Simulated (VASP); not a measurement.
# Ba4Ti4HO11 (a cell with a defect) in VASP: electric field gradients with PBE

Aim: the electric field gradients of Ba4Ti4HO11 (a cell with a defect) with PBE.

All numbers are computed with VASP 6.6.1; they aren't measurements. Logs are shortened: lines on timing, memory, paths and dates and some standing lists are left out, and cuts for length are marked.

### Step 1. The cell of the first run

The cell holds a defect, 20 atoms: a = 6.939 Å, b = 6.939 Å, c = 6.939 Å, α = 109.47°, β = 109.47°, γ = 109.47°.

### Step 2. Electric field gradients, PBE, collinear spin

The input, INCAR:

```
SYSTEM = Ba4Ti4HO11
ALGO = Normal
EDIFF = 1E-8
ENCUT = 520
GGA = PE
GGA_COMPAT = .FALSE.
ISIF = 2
ISMEAR = -1
ISPIN = 2
LASPH = .TRUE.
LCHARG = .FALSE.
LEFG = .TRUE.
LMAXMIX = 4
LORBIT = 11
LREAL = .FALSE.
LWAVE = .FALSE.
MAGMOM = 0 0 0 0 0 0 0 0 1 0 0 0 0 0 0 0 0 0 0 0
NBANDS = 98
NELM = 200
PREC = Accurate
SIGMA = 0.01
```

The input, KPOINTS:

```
k-points
0
G
  3 3 3
  0 0 0
```

The input, POSCAR:

```
Ba4Ti4HO11
1.0
   -4.0060000000      4.0060000000      4.0060000000
    4.0060000000     -4.0060000000      4.0060000000
    4.0060000000      4.0060000000     -4.0060000000
Ba Ti H O
4 4 1 11
Direct
    0.5000000000      0.5000000000      0.5000000000
    0.0000000000      0.0000000000      0.5000000000
    0.0000000000      0.5000000000      0.0000000000
    0.5000000000      0.0000000000      0.0000000000
    0.0000000000      0.0000000000      0.0000000000
    0.5000000000      0.5000000000      0.0000000000
    0.5000000000      0.0000000000      0.5000000000
    0.0000000000      0.5000000000      0.5000000000
    0.0000000000      0.2500000000      0.2500000000
    0.5000000000      0.7500000000      0.2500000000
    0.5000000000      0.2500000000      0.7500000000
    0.0000000000      0.7500000000      0.7500000000
    0.2500000000      0.0000000000      0.2500000000
    0.7500000000      0.5000000000      0.2500000000
    0.7500000000      0.0000000000      0.7500000000
    0.2500000000      0.5000000000      0.7500000000
    0.2500000000      0.2500000000      0.0000000000
    0.7500000000      0.7500000000      0.0000000000
    0.7500000000      0.2500000000      0.5000000000
    0.2500000000      0.7500000000      0.5000000000
```

Potentials or basis: VASP PAW PBE potentials, release 64 (Ba_sv, Ti_sv, H, O).

Launch:

```
$ cat potpaw_PBE.64/Ba_sv/POTCAR potpaw_PBE.64/Ti_sv/POTCAR potpaw_PBE.64/H/POTCAR potpaw_PBE.64/O/POTCAR > POTCAR
$ mpirun -np 1 vasp_std > vasp.out
```

OUTCAR:

```text
SYSTEM = Ba4Ti4HO11
   EDIFF = 1E-8
   ENCUT = 520
   GGA = PE
   ISIF = 2
   ISMEAR = -1
   ISPIN = 2
   LASPH = .TRUE.
   LORBIT = 11
   LREAL = .FALSE.
   NELM = 200
   PREC = Accurate

 ion  position               nearest neighbor table
   1  0.500  0.500  0.500-  10 2.83  11 2.83  12 2.83  14 2.83  15 2.83  16 2.83  18 2.83  19 2.83
                            20 2.83  17 2.83  13 2.83   8 3.47   5 3.47   6 3.47   6 3.47   7 3.47
   2  0.000  0.000  0.500-  11 2.83  12 2.83  13 2.83  15 2.83  16 2.83  17 2.83  19 2.83  20 2.83
                            18 2.83  14 2.83  10 2.83   8 3.47   5 3.47   5 3.47   8 3.47   6 3.47
   3  0.000  0.500  0.000-  10 2.83  12 2.83  13 2.83  14 2.83  16 2.83  17 2.83  18 2.83  20 2.83
                            19 2.83  15 2.83  11 2.83   8 3.47   8 3.47   5 3.47   5 3.47   6 3.47
   4  0.500  0.000  0.000-  10 2.83  11 2.83  13 2.83  14 2.83  15 2.83  17 2.83  18 2.83  19 2.83
                            20 2.83  16 2.83  12 2.83   8 3.47   7 3.47   5 3.47   6 3.47   6 3.47
   5  0.000  0.000  0.000-  12 2.00  13 2.00  15 2.00  17 2.00  18 2.00   2 3.47   3 3.47   4 3.47
                             1 3.47   2 3.47   3 3.47   4 3.47   1 3.47
   6  0.500  0.500  0.000-  10 2.00  11 2.00  14 2.00  16 2.00  17 2.00  18 2.00   3 3.47   4 3.47
                             1 3.47   2 3.47   1 3.47   4 3.47   3 3.47   2 3.47
   7  0.500  0.000  0.500-  10 2.00  11 2.00  13 2.00  15 2.00  19 2.00  20 2.00   3 3.47   4 3.47
                             1 3.47   2 3.47   4 3.47   1 3.47   2 3.47   3 3.47
   8  0.000  0.500  0.500-  12 2.00  14 2.00  16 2.00  19 2.00  20 2.00   2 3.47   3 3.47   4 3.47
                             1 3.47   3 3.47   2 3.47   1 3.47   4 3.47
   9  0.000  0.250  0.250-
  10  0.500  0.750  0.250-   6 2.00   7 2.00   4 2.83   1 2.83   2 2.83   3 2.83
  11  0.500  0.250  0.750-   6 2.00   7 2.00   4 2.83   1 2.83   3 2.83   2 2.83
  12  0.000  0.750  0.750-   5 2.00   8 2.00   4 2.83   2 2.83   3 2.83   1 2.83
  13  0.250  0.000  0.250-   5 2.00   7 2.00   4 2.83   1 2.83   2 2.83   3 2.83
  14  0.750  0.500  0.250-   6 2.00   8 2.00   3 2.83   1 2.83   2 2.83   4 2.83
  15  0.750  0.000  0.750-   5 2.00   7 2.00   4 2.83   2 2.83   3 2.83   1 2.83
  16  0.250  0.500  0.750-   6 2.00   8 2.00   4 2.83   1 2.83   3 2.83   2 2.83
  17  0.250  0.250  0.000-   5 2.00   6 2.00   4 2.83   1 2.83   3 2.83   2 2.83
  18  0.750  0.750  0.000-   5 2.00   6 2.00   4 2.83   2 2.83   3 2.83   1 2.83
  19  0.750  0.250  0.500-   7 2.00   8 2.00   3 2.83   1 2.83   2 2.83   4 2.83
  20  0.250  0.750  0.500-   7 2.00   8 2.00   4 2.83   1 2.83   2 2.83   3 2.83

  LATTYP: Found a body centered cubic cell.
 ALAT       =     8.0120000000

  Lattice vectors:

 A1 = (  -4.0060000000,   4.0060000000,   4.0060000000)
 A2 = (   4.0060000000,  -4.0060000000,   4.0060000000)
 A3 = (   4.0060000000,   4.0060000000,  -4.0060000000)

Analysis of symmetry for initial positions (statically):
=====================================================================
 Subroutine PRICEL returns:
 Original cell was already a primitive cell.

 Routine SETGRP: Setting up the symmetry group for a
 body centered cubic supercell.

 Subroutine GETGRP returns: Found 16 space group operations
 (whereof  8 operations were pure point group operations)
 out of a pool of 48 trial point group operations.

The static configuration has the point symmetry C_4v.
 The point group associated with its full space group is D_4h.

Analysis of symmetry for dynamics (positions and initial velocities):
=====================================================================
 Subroutine PRICEL returns:
 Original cell was already a primitive cell.

 Routine SETGRP: Setting up the symmetry group for a
 body centered cubic supercell.

 Subroutine GETGRP returns: Found 16 space group operations
 (whereof  8 operations were pure point group operations)
 out of a pool of 48 trial point group operations.

The dynamic configuration has the point symmetry C_4v.
 The point group associated with its full space group is D_4h.

Analysis of structural, dynamic, and magnetic symmetry:
=====================================================================
 Subroutine PRICEL returns:
 Original cell was already a primitive cell.

 Routine SETGRP: Setting up the symmetry group for a
[... 172 lines left out ...]
 E-fermi :   6.0026     XC(G=0): -11.1339

 val. band max:        5.9565332218   @ k =   0.0000   0.3333   0.0000
 cond. band min:       6.0126198349   @ k =  -0.3333   0.3333   0.3333
 fundamental gap:      0.0560866131
 Fermi energy:         6.0025943688

 spin component 1

 k-point     1 :       0.0000    0.0000    0.0000
  band No.  band energies     occupation
      1     -52.6047      1.00000
      2     -52.6038      1.00000
      3     -52.4708      1.00000
      4     -52.4698      1.00000
      5     -28.9221      1.00000
      6     -28.8860      1.00000
[... 541 lines left out ...]
     88       7.9476      0.00000
     89       7.9614      0.00000
 Fermi energy:         6.0025943688

 spin component 2

 k-point     1 :       0.0000    0.0000    0.0000
  band No.  band energies     occupation
      1     -52.4997      1.00000
      2     -52.4988      1.00000
      3     -52.4194      1.00000
      4     -52.4183      1.00000
      5     -28.7845      1.00000
      6     -28.7609      1.00000
[... 541 lines left out ...]
     88       7.9889      0.00000
     89       8.0410      0.00000
 [bands above 89 left out]

------------------------ aborting loop because EDIFF is reached ----------------------------------------

  FORCE on cell =-STRESS in cart. coord.  units (eV):
  Direction    XX          YY          ZZ          XY          YZ          ZX
  --------------------------------------------------------------------------------------
  -------------------------------------------------------------------------------------
  Total        5.7683438      5.1878528      5.1878528      0.0000000      0.0000000     -0.0000000
  in kB       35.9392403     32.3225339     32.3225339      0.0000000      0.0000000     -0.0000000
  external PRESSURE =      33.5281027 kB  Pullay stress =       0.0000000 kB

 VOLUME and BASIS-vectors are now :
 -----------------------------------------------------------------------------
  energy-cutoff  :      520.00
  volume of cell :      257.15
      direct lattice vectors                 reciprocal lattice vectors
    -4.006000000  4.006000000  4.006000000     0.000000000  0.124812781  0.124812781
     4.006000000 -4.006000000  4.006000000     0.124812781  0.000000000  0.124812781
     4.006000000  4.006000000 -4.006000000     0.124812781  0.124812781  0.000000000

 POSITION                                       TOTAL-FORCE (eV/Angst)
 -----------------------------------------------------------------------------------
      2.00300      2.00300      2.00300         0.000000      0.281656      0.281656
      2.00300      2.00300     -2.00300         0.000000      0.281656     -0.281656
      2.00300     -2.00300      2.00300         0.000000     -0.281656      0.281656
     -2.00300      2.00300      2.00300         0.000000     -0.281656     -0.281656
      0.00000      0.00000      0.00000        -2.434031     -0.000000     -0.000000
      0.00000      0.00000      4.00600         0.000000     -0.000000     -0.000000
[... 12 lines left out ...]
      0.00000      4.00600      2.00300        -0.439281     -0.000000      0.550152
      4.00600      0.00000      2.00300        -0.439281      0.000000     -0.550152
 -----------------------------------------------------------------------------------
    total drift:                                0.000000      0.000000     -0.000000

  FREE ENERGIE OF THE ION-ELECTRON SYSTEM (eV)
  ---------------------------------------------------
  free  energy   TOTEN  =      -153.9779655987 eV

  energy  without entropy=     -153.9769085126  energy(sigma->0) =     -153.97743706

 Electric field gradients (V/A^2)
---------------------------------------------------------------------
 ion       V_xx      V_yy      V_zz      V_xy      V_xz      V_yz
---------------------------------------------------------------------
   1     -32.129    16.064    16.064    -0.000    -0.000    46.657
   2     -32.129    16.064    16.064    -0.000    -0.000   -46.657
   3     -32.129    16.064    16.064    -0.000    -0.000   -46.657
   4     -32.129    16.064    16.064    -0.000    -0.000    46.657
   5      51.035   -25.518   -25.518    -0.001    -0.001    -0.001
   6      -3.338     1.669     1.669    -0.001    -0.001    -0.001
[... 12 lines left out ...]
  19       1.999   -18.395    16.395     0.002    -7.198     0.002
  20       1.999   -18.395    16.395     0.002     7.203     0.002
---------------------------------------------------------------------

 Electric field gradients after diagonalization (V/A^2)
 (convention: |V_zz| > |V_xx| > |V_yy|)
----------------------------------------------------------------------
 ion       V_xx      V_yy      V_zz     asymmetry (V_yy - V_xx)/ V_zz
----------------------------------------------------------------------
   1     -32.129   -30.592    62.721       0.024
   2     -32.129   -30.593    62.721       0.024
   3     -32.129   -30.593    62.721       0.024
   4     -32.129   -30.592    62.721       0.024
   5     -25.519   -25.516    51.035       0.000
   6       1.670     1.668    -3.338       0.001
[... 12 lines left out ...]
  19     -18.395    -0.982    19.377       0.899
  20     -18.395    -0.986    19.380       0.898
----------------------------------------------------------------------

           NMR quadrupolar parameters

 Cq : quadrupolar parameter    Cq=e*Q*V_zz/h
 eta: asymmetry parameters     (V_yy - V_xx)/ V_zz
 Q  : nuclear electric quadrupole moment in mb (millibarn)
----------------------------------------------------------------------
 ion       Cq(MHz)       eta       Q (mb)
----------------------------------------------------------------------
   1       0.152       0.024       1.000
   2       0.152       0.024       1.000
   3       0.152       0.024       1.000
   4       0.152       0.024       1.000
   5       0.123       0.000       1.000
   6      -0.008       0.001       1.000
[... 12 lines left out ...]
  19       0.047       0.899       1.000
  20       0.047       0.898       1.000
----------------------------------------------------------------------

 total charge

# of ion       s       p       d       tot
------------------------------------------
    1        2.008   5.647   0.332   7.987
    2        2.008   5.647   0.332   7.987
    3        2.008   5.647   0.332   7.987
    4        2.008   5.647   0.332   7.987
    5        2.198   6.236   1.760  10.194
    6        2.206   6.262   1.740  10.208
[... 12 lines left out ...]
   19        1.564   3.464   0.000   5.027
   20        1.564   3.464   0.000   5.027
--------------------------------------------------
tot         34.605  85.685   8.330 128.620

 magnetization (x)

# of ion       s       p       d       tot
------------------------------------------
    1        0.000   0.000   0.001   0.001
    2        0.000   0.000   0.001   0.001
    3        0.000   0.000   0.001   0.001
    4        0.000   0.000   0.001   0.001
    5        0.001   0.001   0.100   0.102
    6        0.000   0.000   0.049   0.050
[... 12 lines left out ...]
   19       -0.000  -0.004   0.000  -0.004
   20       -0.000  -0.004   0.000  -0.004
--------------------------------------------------
tot         -0.000  -0.026   0.303   0.277
```

It took 6.9 min on 1 thread of Intel Xeon 6975P-C (Granite Rapids), shared host; peak memory 0.63 GiB.

Results:

```
Free energy                                           : -153.9780 eV
Pressure                                              : 3.4 GPa
Largest force                                         : 2.434 eV/Å
Net moment                                            : 0.33 μB per cell
Site moments                                          : Ba +0.00; Ti +0.10, +0.05 (each value once); H -0.00; O +0.00, -0.01, -0.00 (each value once) μB
Largest electric field gradient by atom               : Ba +62.7; Ti +51.0, -3.3 (each value once); H +6.4; O +18.2, +39.4, +19.4 (each value once) V/Å²
Valence electrons inside the program's atomic spheres : Ba 7.99; Ti 10.19, 10.21 (each value once); H 0.57; O 5.03, 5.02 (each value once)
```

Forces in eV/Å, atoms in the order of the input:
```
Ba   0.000  0.282  0.282
Ba   0.000  0.282 -0.282
Ba   0.000 -0.282  0.282
Ba   0.000 -0.282 -0.282
Ti  -2.434  0.000  0.000
Ti   0.000  0.000  0.000
Ti   0.000  0.000  0.000
Ti   2.434  0.000  0.000
H    0.000  0.000  0.000
O    0.000  0.000  0.000
O    0.000  0.000  0.000
O    0.000  0.000  0.000
O    0.439 -0.550  0.000
O   -0.439  0.550  0.000
O    0.439  0.550  0.000
O   -0.439 -0.550  0.000
O    0.439  0.000 -0.550
O    0.439  0.000  0.550
O   -0.439  0.000  0.550
O   -0.439  0.000 -0.550
```

Stress tensor (GPa, compression positive):
```
3.59 0.00 0.00
0.00 3.23 0.00
0.00 0.00 3.23
```

Electric field gradients, principal values (V/Å²):
```csv
atom,least,middle,greatest (by size)
1 Ba,-30.592,-32.129,62.721
2 Ba,-30.593,-32.129,62.721
3 Ba,-30.593,-32.129,62.721
4 Ba,-30.592,-32.129,62.721
5 Ti,-25.516,-25.519,51.035
6 Ti,1.668,1.670,-3.338
7 Ti,1.668,1.670,-3.338
8 Ti,-25.516,-25.519,51.035
9 H,-3.194,-3.194,6.388
10 O,-7.768,-10.419,18.187
11 O,-7.768,-10.419,18.187
12 O,-19.687,-19.692,39.379
13 O,-0.982,-18.395,19.377
14 O,-0.982,-18.395,19.377
15 O,-0.986,-18.395,19.380
16 O,-0.986,-18.395,19.380
17 O,-0.982,-18.395,19.377
18 O,-0.986,-18.395,19.380
19 O,-0.982,-18.395,19.377
20 O,-0.986,-18.395,19.380
```

Caveat: the k points lie up to 0.37 Å⁻¹ apart; without QUAD_EFG the Cq values of the log hold for a quadrupole moment of 1 mb, not for the nuclei; spin-orbit coupling is left out, which moves the levels of the heavy elements; semilocal functionals often make such compounds metallic where correlation or magnetic order opens a gap, which also shifts bond lengths.
